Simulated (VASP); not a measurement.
Set up this calculation in VASP 6.6.1, as the native input.

```yaml
Task: single point
Functional: PBEsol
Potentials_or_basis: VASP PAW PBE potentials, release 64 (Mo_sv)
Cutoff: 520 eV
k_mesh: 18 × 18 × 2
Occupations: gaussian, width 0.1 eV
Spin: no spin polarisation
Dipole_correction: no
Further_INCAR_settings: ALGO = Fast; EDIFF = 1e-06; NBANDS = 81
```

The structure of Mo lies in POSCAR:

```
Mo
1.0
    2.7444679685      0.0000000000      0.0000000000
   -1.3722339843      2.3767789806      0.0000000000
    0.0000000000      0.0000000000     23.8870259916
Mo
10
Direct
    0.0000000000      0.0000000000      0.0001548534
    0.3333333333      0.6666666667      0.1000000000
    0.0000000000      0.0000000000      0.1998451466
    0.6666666667      0.3333333333      0.2995711318
    0.0000000000      0.0000000000      0.4004288682
    0.6666666667      0.3333333333      0.5001548534
    0.3333333333      0.6666666667      0.6000000000
    0.6666666667      0.3333333333      0.6998451466
    0.0000000000      0.0000000000      0.7995711318
    0.6666666667      0.3333333333      0.9004288682
```

This isn't the form of Mo at room conditions, which is bcc.

One way to write it, as run:

INCAR

```
ALGO = Fast ; EDIFF = 1E-6
ENCUT = 520 ; GGA = PS
ISIF = 2 ; ISMEAR = 0
LASPH = T ; LCHARG = F
LREAL = F ; LWAVE = F
NBANDS = 81 ; NELM = 80
PREC = Accurate ; SIGMA = 0.1
```

KPOINTS

```
k-points
0
Gamma
  18 18 2
```

Potentials or basis: VASP PAW PBE potentials, release 64 (Mo_sv).

The run is started by

```console
$ cat potpaw_PBE.64/Mo_sv/POTCAR > POTCAR
$ mpirun -np 1 vasp_std > vasp.out
```

It gave:

```
Pressure               : 0.5 GPa
Band gap on the k mesh : zero (bands 70 and 71 overlap by 1.47 eV)
```

Caveat: the PAW data sets were made with another functional, which shifts forces and pressure a little.

Wall time 32 min on 1 thread of Oxide Virtual Turin-like Processor (shared host), peak memory 0.62 GiB.
